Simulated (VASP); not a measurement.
Set up this calculation in VASP 6.6.1, as the native input.

* Task: single point
* Functional: LDA
* Potentials or basis: VASP PAW LDA potentials, release 64 (Ba_sv, Ti_sv, O)
* Cutoff: 600 eV
* k mesh: 6 × 6 × 6
* Occupations: gaussian, width 0.01 eV
* Spin: no spin polarisation
* Dipole correction: no
* Further INCAR settings: ALGO = Normal; EDIFF = 1e-06; NBANDS = 28

The structure of BaTiO3 lies in POSCAR:

```
BaTiO3
1.0
    3.9998000000      0.0000000000      0.0000000000
    0.0000000000      3.9998000000      0.0000000000
    0.0000000000      0.0000000000      4.0180000000
Ba Ti O
1 1 3
Direct
    0.0000000000      0.0000000000      0.0000000000
    0.5000000000      0.5000000000      0.4900000000
    0.5000000000      0.5000000000      0.0190000000
    0.5000000000      0.0000000000      0.5170000000
    0.0000000000      0.5000000000      0.5170000000
```

The input as run:

INCAR

```
PREC = Accurate
ENCUT = 600
EDIFF = 1E-6
ISMEAR = 0
SIGMA = 0.01
LREAL = False
LASPH = True
NELM = 120
ALGO = Normal
ISIF = 2
LWAVE = False
LCHARG = True
LELF = True
LVHAR = True
NBANDS = 28
GGA_COMPAT = False
```

KPOINTS

```
Automatic mesh
0
Gamma
  6 6 6
```

Potentials or basis: VASP PAW LDA potentials, release 64 (Ba_sv, Ti_sv, O).

Launch:

```bash
$ cat potpaw_LDA.64/Ba_sv/POTCAR potpaw_LDA.64/Ti_sv/POTCAR potpaw_LDA.64/O/POTCAR > POTCAR
$ mpirun -np 1 vasp_std > vasp.out
```

It gave:

```
Pressure               : -6.7 GPa
Largest force          : 0.368 eV/Å
Band gap on the k mesh : 1.68 eV (least direct gap 1.97 eV)
```

Caveat: the cell stands under tension; spin-orbit coupling is left out, which moves the levels of the heavy elements.

Wall time 94 s on 1 thread of Intel Xeon 8259CL, with other jobs on the host, peak memory 0.22 GiB.
